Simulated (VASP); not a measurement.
# SnTe (Fm-3m) in VASP: notebook

SnTe is run at these levels: LDA; tasks: electric field gradients.

All numbers are computed with VASP 6.6.1; they aren't measurements. Logs are shortened: lines on timing, memory, paths and dates and some standing lists are left out, and cuts for length are marked.

**1. The cell of the first run**

Symmetry: Fm-3m, No. 225, cubic system. The conventional cell has a = 6.292 Å, b = 6.292 Å, c = 6.292 Å, α = 90.00°, β = 90.00°, γ = 90.00°. Sn (site symmetry m-3m) has 6 Te at 3.15 Å within 4.1 Å. Te (site symmetry m-3m) has 6 Sn at 3.15 Å within 4.1 Å.

**2. Electric field gradients, LDA (volume scaled by 0.99)**

File INCAR:

```
PREC = Accurate
ENCUT = 520
EDIFF = 1E-8
ISMEAR = -1
SIGMA = 0.08
LREAL = F
LASPH = T
NELM = 80
ALGO = Normal
ISIF = 2
LWAVE = F
LCHARG = F
GGA = CA
LEFG = T
NBANDS = 17
```

File KPOINTS:

```
regular mesh
0
Gamma
  11 11 11
```

File POSCAR:

```
SnTe
1.0
    0.0000000000      3.1459430650      3.1459430650
    3.1459430650      0.0000000000      3.1459430650
    3.1459430650      3.1459430650      0.0000000000
Sn Te
1 1
Direct
    0.0000000000      0.0000000000      0.0000000000
    0.5000000000      0.5000000000      0.5000000000
```

Potentials or basis: VASP PAW LDA potentials, release 64 (Sn_d, Te).

Command:

```bash
$ cat potpaw_LDA.64/Sn_d/POTCAR potpaw_LDA.64/Te/POTCAR > POTCAR
$ mpirun -np 1 vasp_std > vasp.out
```

OUTCAR:

```text
PREC = Accurate
   ENCUT = 520
   EDIFF = 1E-8
   ISMEAR = -1
   LREAL = F
   LASPH = T
   NELM = 80
   ISIF = 2
   GGA = CA

 ion  position               nearest neighbor table
   1  0.000  0.000  0.000-   2 3.15   2 3.15   2 3.15   2 3.15   2 3.15   2 3.15
   2  0.500  0.500  0.500-   1 3.15   1 3.15   1 3.15   1 3.15   1 3.15   1 3.15

  LATTYP: Found a face centered cubic cell.
 ALAT       =     6.2918861300

  Lattice vectors:

 A1 = (   0.0000000000,   3.1459430650,   3.1459430650)
 A2 = (   3.1459430650,   0.0000000000,   3.1459430650)
 A3 = (   3.1459430650,   3.1459430650,   0.0000000000)

Analysis of symmetry for initial positions (statically):
=====================================================================
 Subroutine PRICEL returns:
 Original cell was already a primitive cell.

 Routine SETGRP: Setting up the symmetry group for a
 face centered cubic supercell.

 Subroutine GETGRP returns: Found 48 space group operations
 (whereof 48 operations were pure point group operations)
 out of a pool of 48 trial point group operations.

The static configuration has the point symmetry O_h .

Analysis of symmetry for dynamics (positions and initial velocities):
=====================================================================
 Subroutine PRICEL returns:
 Original cell was already a primitive cell.

 Routine SETGRP: Setting up the symmetry group for a
 face centered cubic supercell.

 Subroutine GETGRP returns: Found 48 space group operations
 (whereof 48 operations were pure point group operations)
 out of a pool of 48 trial point group operations.

The dynamic configuration has the point symmetry O_h .

 Subroutine INISYM returns: Found 48 space group operations
 (whereof 48 operations are pure point group operations),
 and found     1 'primitive' translations

----------------------------------------------------------------------------------------

                                     Primitive cell

  volume of cell :      62.2705

  direct lattice vectors                    reciprocal lattice vectors
     0.000000000  3.145943065  3.145943065    -0.158934853  0.158934853  0.158934853
     3.145943065  0.000000000  3.145943065     0.158934853 -0.158934853  0.158934853
     3.145943065  3.145943065  0.000000000     0.158934853  0.158934853 -0.158934853

  length of vectors
     4.449035349  4.449035349  4.449035349     0.275283241  0.275283241  0.275283241

  position of ions in fractional coordinates (direct lattice)
     0.000000000  0.000000000  0.000000000
     0.500000000  0.500000000  0.500000000

  ion indices of the primitive-cell ions
   primitive index   ion index
                 1           1
                 2           2

----------------------------------------------------------------------------------------

 KPOINTS: regular mesh

Automatic generation of k-mesh.
 Grid dimensions read from file:
 generate k-points for:   11   11   11

 Generating k-lattice:

  Cartesian coordinates                     Fractional coordinates (reciprocal lattice)
    -0.014448623  0.014448623  0.014448623     0.090909091  0.000000000  0.000000000
     0.014448623 -0.014448623  0.014448623     0.000000000  0.090909091  0.000000000
     0.014448623  0.014448623 -0.014448623     0.000000000  0.000000000  0.090909091

  Length of vectors
     0.025025749  0.025025749  0.025025749

  Shift w.r.t. Gamma in fractional coordinates (k-lattice)
     0.000000000  0.000000000  0.000000000

 Subroutine IBZKPT returns following result:
 ===========================================

 Found     56 irreducible k-points:

 Following reciprocal coordinates:
            Coordinates               Weight
  0.000000  0.000000  0.000000      1.000000
  0.090909  0.000000  0.000000      8.000000
  0.181818  0.000000  0.000000      8.000000
  0.272727  0.000000  0.000000      8.000000
  0.363636  0.000000  0.000000      8.000000
  0.454545  0.000000  0.000000      8.000000
[... 16 lines left out ...]
 -0.272727  0.181818  0.000000     24.000000
 -0.181818  0.181818  0.000000     12.000000
 [... further k-points ...]
   k-points           NKPTS =     56   k-points in BZ     NKDIM =     56   number of bands    NBANDS=     17
   number of dos      NEDOS =    301   number of ions     NIONS =      2
   total plane-waves  NPLWV =  46656
   dimension x,y,z NGX =    36 NGY =   36 NGZ =   36
   dimension x,y,z NGXF=    72 NGYF=   72 NGZF=   72
   ions per type =               1   1
   NGX,Y,Z   is equivalent  to a cutoff of  13.45, 13.45, 13.45 a.u.
   NGXF,Y,Z  is equivalent  to a cutoff of  26.90, 26.90, 26.90 a.u.
 SYSTEM =  unknown system
   PREC   = accura    normal or accurate (medium, high low for compatibility)
   ISTART =      0    job   : 0-new  1-cont  2-samecut
   ICHARG =      2    charge: 1-file 2-atom 10-const
   ISPIN  =      1    spin polarized calculation?
   LNONCOLLINEAR =      F non collinear calculations
   LSORBIT =      F    spin-orbit coupling
   LASPH  =      T    aspherical Exc in radial PAW
   ENCUT  =  520.0 eV  38.22 Ry    6.18 a.u.   8.27  8.27  8.27*2*pi/ulx,y,z
   NELM   =     80;   NELMIN=  2; NELMDL= -5     # of ELM steps
   EDIFF  = 0.1E-07   stopping-criterion for ELM
   LREAL  =      F    real-space projection
   EDIFFG = 0.1E-06   stopping-criterion for IOM
   NSW    =      0    number of steps for IOM
   IBRION =     -1    ionic relax: 0-MD 1-quasi-New 2-CG
   NFREE  =      0    steps in history (QN), initial steepest desc. (CG)
   ISIF   =      2    stress and relaxation
   ISYM   =      2    0-nonsym 1-usesym 2-fastsym
   POTIM  = 0.5000    time-step for ionic-motion
   TEBEG  =    0.0;   TEEND  =   0.0 temperature during run
   PSTRESS=    0.0 pullay stress
   NELECT =      20.0000    total number of electrons
   NUPDOWN=      -1.0000    fix difference up-down
   EMIN   =  10.00;   EMAX   =-10.00  energy-range for DOS
   EFERMI =   0.00;   METHOD = LEGACY
   ISMEAR =    -1;   SIGMA  =   0.08  broadening in eV -4-tet -1-fermi 0-gaus
   EFERMI_NEDOS =   21; number of points for ismear=-14 and -15
   IALGO  =     38    algorithm
   IMIX   =      4    mixing-type and parameters
     AMIX     =   0.40;   BMIX     =  1.00
     AMIX_MAG =   1.60;   BMIX_MAG =  1.00
  volume/ion in A,a.u.               =      31.14       210.11
  Fermi-wavevector in a.u.,A,eV,Ry     =   1.121133  2.118635 17.101709  1.256940
  Thomas-Fermi vector in A             =   2.257785
   LORBIT       =      0    0 simple, 1 ext, 2 COOP (PROOUT), +10 PAW based schemes
   GGA     = CA    functional components
   LHFCALC =     F    Hartree Fock is set to
   AEXX    =    0.0000 exact exchange contribution
   IVDW    =     0    specifies the selected vdW correction
   LEPSILON=     F    determine dielectric tensor
   LRPA    =     F    only Hartree local field effects (RPA)
 non-spin polarized calculation
  energy-cutoff  :      520.00
  volume of cell :       62.27
 maximum number of plane-waves:      1696
 NGX is ok and might be reduce to    36
   NGX = 17   NGY = 17   NGZ = 17

 number of electron      19.9999998 magnetization

 Free energy of the ion-electron system (eV)
  ---------------------------------------------------
  ext. energy  EPLUGINS =         0.00000000
  ---------------------------------------------------
  free energy    TOTEN  =        -8.82745153 eV

  energy without entropy =       -8.82563429  energy(sigma->0) =       -8.82654291

 E-fermi :   6.7772     XC(G=0):  -9.7595

 val. band max:        6.6041576190   @ k =   0.4545   0.0000   0.0000
 cond. band min:       7.0349110394   @ k =   0.4545   0.0000   0.0000
 fundamental gap:      0.4307534204
 Fermi energy:         6.7771933870

 k-point     1 :       0.0000    0.0000    0.0000
  band No.  band energies     occupation
      1     -14.9966      2.00000
      2     -14.9966      2.00000
      3     -14.9872      2.00000
      4     -14.9872      2.00000
      5     -14.9872      2.00000
      6      -6.0569      2.00000
[... 9 lines left out ...]
     16      11.5639      0.00000
     17      13.5445      0.00000
[... 441 lines left out ...]
 k-point    24 :      -0.1818    0.1818    0.0000
  band No.  band energies     occupation
      1     -15.0004      2.00000
      2     -14.9990      2.00000
      3     -14.9860      2.00000
      4     -14.9838      2.00000
      5     -14.9823      2.00000
      6      -5.3613      2.00000
[... 9 lines left out ...]
     16      14.6630      0.00000
     17      14.8199      0.00000

 [... further k-points ...]

------------------------ aborting loop because EDIFF is reached ----------------------------------------

  FORCE on cell =-STRESS in cart. coord.  units (eV):
  Direction    XX          YY          ZZ          XY          YZ          ZX
  --------------------------------------------------------------------------------------
  -------------------------------------------------------------------------------------
  Total       -0.4771179     -0.4771179     -0.4771179     -0.0000000     -0.0000000      0.0000000
  in kB      -12.2759099    -12.2759099    -12.2759099     -0.0000000     -0.0000000      0.0000000
  external PRESSURE =     -12.2759099 kB  Pullay stress =       0.0000000 kB

 VOLUME and BASIS-vectors are now :
 -----------------------------------------------------------------------------
  energy-cutoff  :      520.00
  volume of cell :       62.27
      direct lattice vectors                 reciprocal lattice vectors
     0.000000000  3.145943065  3.145943065    -0.158934853  0.158934853  0.158934853
     3.145943065  0.000000000  3.145943065     0.158934853 -0.158934853  0.158934853
     3.145943065  3.145943065  0.000000000     0.158934853  0.158934853 -0.158934853

 POSITION                                       TOTAL-FORCE (eV/Angst)
 -----------------------------------------------------------------------------------
      0.00000      0.00000      0.00000         0.000000      0.000000     -0.000000
      3.14594      3.14594      3.14594        -0.000000      0.000000      0.000000
 -----------------------------------------------------------------------------------
    total drift:                               -0.000000      0.000000      0.000000

  FREE ENERGIE OF THE ION-ELECTRON SYSTEM (eV)
  ---------------------------------------------------
  free  energy   TOTEN  =        -8.8274515278 eV

  energy  without entropy=       -8.8256342886  energy(sigma->0) =       -8.82654291

 Electric field gradients (V/A^2)
---------------------------------------------------------------------
 ion       V_xx      V_yy      V_zz      V_xy      V_xz      V_yz
---------------------------------------------------------------------
   1       0.000    -0.000     0.000    -0.002    -0.002    -0.002
   2       0.000     0.000     0.000     0.000     0.000     0.000
---------------------------------------------------------------------

 Electric field gradients after diagonalization (V/A^2)
 (convention: |V_zz| > |V_xx| > |V_yy|)
----------------------------------------------------------------------
 ion       V_xx      V_yy      V_zz     asymmetry (V_yy - V_xx)/ V_zz
----------------------------------------------------------------------
   1       0.002     0.002    -0.004       0.000
   2      -0.000    -0.000     0.000       0.000
----------------------------------------------------------------------

           NMR quadrupolar parameters

 Cq : quadrupolar parameter    Cq=e*Q*V_zz/h
 eta: asymmetry parameters     (V_yy - V_xx)/ V_zz
 Q  : nuclear electric quadrupole moment in mb (millibarn)
----------------------------------------------------------------------
 ion       Cq(MHz)       eta       Q (mb)
----------------------------------------------------------------------
   1      -0.000       0.000       1.000
   2       0.000       0.000       1.000
----------------------------------------------------------------------
```

It took 68 s on 1 thread of Intel Xeon 6975P-C, shared host; peak memory 0.21 GiB.

Results:

```yaml
Free_energy: -8.8275 eV
Pressure: -1.2 GPa
```

Levels at points of the mesh, in eV from the Fermi level:
| k point | band 6 | band 7 | band 8 | band 9 | band 10 | band 11 | band 12 | band 13 | band 14 | band 15 |
| --- | --- | --- | --- | --- | --- | --- | --- | --- | --- | --- |
| (0.00, 0.00, 0.00) | -12.83 | -4.76 | -2.12 | -2.12 | -2.12 | 3.31 | 3.31 | 3.31 | 4.79 | 4.79 |

Caveat: this odd mesh misses L, where the gap lies, so gap, dielectric constants and Born charges aren't listed; without QUAD_EFG the Cq values of the log hold for a quadrupole moment of 1 mb, not for the nuclei; spin-orbit coupling is left out, which moves the levels of the heavy elements.

**3. Electric field gradients, LDA (volume scaled by 0.99)**

Changes to INCAR since step 2:

```diff
@@ -7,3 +7,3 @@
 LASPH = T
-NELM = 80
+NELM = 60
 ALGO = Normal
@@ -12,3 +12,2 @@
 LCHARG = F
-GGA = CA
 LEFG = T
```

File KPOINTS:

```
Automatic mesh
0
Gamma
  11 11 11
```

POSCAR is that of step 2.

Potentials or basis: VASP PAW LDA potentials, release 64 (Sn_d, Te).

Command:

```bash
$ cat potpaw_LDA.64/Sn_d/POTCAR potpaw_LDA.64/Te/POTCAR > POTCAR
$ mpirun -np 1 vasp_std > vasp.out
```

OUTCAR:

```text
PREC = Accurate
   ENCUT = 520
   EDIFF = 1E-8
   ISMEAR = -1
   LREAL = F
   LASPH = T
   NELM = 60
   ISIF = 2

 ion  position               nearest neighbor table
   1  0.000  0.000  0.000-   2 3.15   2 3.15   2 3.15   2 3.15   2 3.15   2 3.15
   2  0.500  0.500  0.500-   1 3.15   1 3.15   1 3.15   1 3.15   1 3.15   1 3.15

  LATTYP: Found a face centered cubic cell.
 ALAT       =     6.2918861300

  Lattice vectors:

 A1 = (   0.0000000000,   3.1459430650,   3.1459430650)
 A2 = (   3.1459430650,   0.0000000000,   3.1459430650)
 A3 = (   3.1459430650,   3.1459430650,   0.0000000000)

Analysis of symmetry for initial positions (statically):
=====================================================================
 Subroutine PRICEL returns:
 Original cell was already a primitive cell.

 Routine SETGRP: Setting up the symmetry group for a
 face centered cubic supercell.

 Subroutine GETGRP returns: Found 48 space group operations
[... 668 lines left out ...]
      direct lattice vectors                 reciprocal lattice vectors
     0.000000000  3.145943065  3.145943065    -0.158934853  0.158934853  0.158934853
     3.145943065  0.000000000  3.145943065     0.158934853 -0.158934853  0.158934853
     3.145943065  3.145943065  0.000000000     0.158934853  0.158934853 -0.158934853

 POSITION                                       TOTAL-FORCE (eV/Angst)
 -----------------------------------------------------------------------------------
      0.00000      0.00000      0.00000         0.000000      0.000000     -0.000000
      3.14594      3.14594      3.14594        -0.000000      0.000000      0.000000
 -----------------------------------------------------------------------------------
    total drift:                               -0.000000      0.000000      0.000000

  FREE ENERGIE OF THE ION-ELECTRON SYSTEM (eV)
  ---------------------------------------------------
  free  energy   TOTEN  =        -8.8274515278 eV

  energy  without entropy=       -8.8256342886  energy(sigma->0) =       -8.82654291

 Electric field gradients (V/A^2)
---------------------------------------------------------------------
 ion       V_xx      V_yy      V_zz      V_xy      V_xz      V_yz
---------------------------------------------------------------------
   1       0.000    -0.000     0.000    -0.002    -0.002    -0.002
   2       0.000     0.000     0.000     0.000     0.000     0.000
---------------------------------------------------------------------

 Electric field gradients after diagonalization (V/A^2)
 (convention: |V_zz| > |V_xx| > |V_yy|)
----------------------------------------------------------------------
 ion       V_xx      V_yy      V_zz     asymmetry (V_yy - V_xx)/ V_zz
----------------------------------------------------------------------
   1       0.002     0.002    -0.004       0.000
   2      -0.000    -0.000     0.000       0.000
----------------------------------------------------------------------

           NMR quadrupolar parameters

 Cq : quadrupolar parameter    Cq=e*Q*V_zz/h
 eta: asymmetry parameters     (V_yy - V_xx)/ V_zz
 Q  : nuclear electric quadrupole moment in mb (millibarn)
----------------------------------------------------------------------
 ion       Cq(MHz)       eta       Q (mb)
----------------------------------------------------------------------
   1      -0.000       0.000       1.000
   2       0.000       0.000       1.000
----------------------------------------------------------------------
```

OSZICAR:

```text
N       E                     dE             d eps       ncg     rms          rms(c)
DAV:   1     0.124238059242E+03    0.12424E+03   -0.96186E+03  1937   0.136E+03
DAV:   2     0.309670010102E+01   -0.12114E+03   -0.11785E+03  2027   0.332E+02
DAV:   3    -0.854169762185E+01   -0.11638E+02   -0.11526E+02  2391   0.902E+01
DAV:   4    -0.887770501104E+01   -0.33601E+00   -0.33583E+00  2232   0.160E+01
DAV:   5    -0.889069660225E+01   -0.12992E-01   -0.12991E-01  2780   0.305E+00    0.462E+00
DAV:   6    -0.883262946273E+01    0.58067E-01   -0.12007E-01  2661   0.237E+00    0.293E+00
DAV:   7    -0.882833890670E+01    0.42906E-02   -0.41873E-02  2487   0.102E+00    0.753E-01
DAV:   8    -0.882745361953E+01    0.88529E-03   -0.64486E-03  2463   0.628E-01    0.144E-01
DAV:   9    -0.882747348766E+01   -0.19868E-04   -0.64574E-04  2733   0.212E-01    0.470E-02
DAV:  10    -0.882745313792E+01    0.20350E-04   -0.60963E-05  2537   0.634E-02    0.266E-02
DAV:  11    -0.882745189459E+01    0.12433E-05   -0.31200E-05  2514   0.399E-02    0.210E-02
DAV:  12    -0.882745160278E+01    0.29181E-06   -0.27868E-06  2328   0.109E-02    0.129E-02
DAV:  13    -0.882745157026E+01    0.32518E-07   -0.15542E-07  2382   0.224E-03    0.719E-03
DAV:  14    -0.882745152684E+01    0.43423E-07   -0.13667E-07  2537   0.401E-03    0.192E-03
DAV:  15    -0.882745152775E+01   -0.91450E-09   -0.22620E-08  2053   0.706E-04
   1 F= -.88274515E+01 E0= -.88265429E+01  d E =-.181724E-02
```

Run time: 72 s. Hardware: 1 thread of Intel Xeon 6975P-C, shared host; peak memory 0.21 GiB.

Results:

- Free energy: -8.8275 eV
- Pressure: -1.2 GPa

Levels at points of the mesh, in eV from the Fermi level:
```csv
k point,band 8,band 9,band 10,band 11,band 12,band 13
"(0.00, 0.00, 0.00)",-2.12,-2.12,-2.12,3.31,3.31,3.31
```

Caveat: this odd mesh misses L, where the gap lies, so gap, dielectric constants and Born charges aren't listed; without QUAD_EFG the Cq values of the log hold for a quadrupole moment of 1 mb, not for the nuclei; spin-orbit coupling is left out, which moves the levels of the heavy elements.

[end of part 1 of 2]
